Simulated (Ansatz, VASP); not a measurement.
## MoS: VASP beside Ansatz

```xyz
2
Lattice="0.0000 3.0683 3.0683 3.0683 0.0000 3.0683 3.0683 3.0683 0.0000" Properties=species:S:1:pos:R:3 pbc="T T T"
Mo    0.0000    0.0000    0.0000
S     1.5342    1.5342    1.5342
```

Alike in both runs: task single point; functional r2SCAN; k mesh 12 × 12 × 12; occupations gaussian, width 0.1 eV; collinear spin; Hubbard terms Mo d U = 4.38 eV.

|  | VASP | Ansatz |
| --- | --- | --- |
| version | VASP 6.6.1 | Ansatz 0.2.0 |
| potentials or method | VASP PAW PBE potentials, release 64 (Mo_sv, S), cutoff 520 eV | scalar-relativistic, plane waves, PAW |
| valence electrons in the cell | 20 | 20 |

```tsv
	VASP	Ansatz	Ansatz less VASP
gap on the k mesh at the Fermi level (eV)	none	none	-
pressure (GPa)	-5.3	-4.4	+0.91
net moment per atom (μB)	2.00	2.00	0.000
size of the moment on the site where the two differ most (μB)	3.66	3.20	-0.467
```

VASP's potentials were made for PBE, not for r2SCAN. Site moments also hang on the region over which each program counts them. The programs project onto different local orbitals, so the same U acts differently, and such runs can settle in different states. A gap of «none» marks a metal or a gap that the smearing closes. Ansatz's warnings: filled band counts differ across k points, stability check not made.
